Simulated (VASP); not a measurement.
Write the native input for VASP 6.6.1 that does the following.

| Quantity | Value |
| --- | --- |
| Task | single point |
| Functional | LDA |
| Potentials or basis | VASP PAW LDA potentials, release 64 (Zn, Cu) |
| Cutoff | 520 eV |
| k mesh | 8 × 8 × 8 |
| Occupations | methfessel-paxton, width 0.15 eV |
| Spin | no spin polarisation |
| Dipole correction | no |
| Further INCAR settings | ALGO = Normal; EDIFF = 1e-06; NBANDS = 18 |

The structure of ZnCu lies in POSCAR:

```
ZnCu
1.0
    2.8950751010      0.0000000000      0.0000000000
    0.0000000000      2.8950751010      0.0000000000
    0.0000000000      0.0000000000      2.8950751010
Zn Cu
1 1
Direct
    0.5000000000      0.5000000000      0.5000000000
    0.0000000000      0.0000000000      0.0000000000
```

One way to write it, as run:

INCAR

```
SYSTEM = ZnCu
PREC = Accurate
ENCUT = 520
EDIFF = 1E-6
ISMEAR = 1
SIGMA = 0.15
LREAL = .FALSE.
LASPH = .TRUE.
NELM = 80
ALGO = Normal
ISIF = 2
LWAVE = .FALSE.
LCHARG = .FALSE.
NBANDS = 18
```

KPOINTS

```
Automatic mesh
0
G
  8 8 8
  0 0 0
```

Potentials or basis: VASP PAW LDA potentials, release 64 (Zn, Cu).

The run is started by

```bash
$ cat potpaw_LDA.64/Zn/POTCAR potpaw_LDA.64/Cu/POTCAR > POTCAR
$ mpirun -np 1 vasp_std > vasp.out
```

It gave:

```
Pressure : -2.5 GPa
```

Wall time 18 s on 1 thread of Intel Xeon 8259CL, with other jobs on the host, peak memory 0.13 GiB.
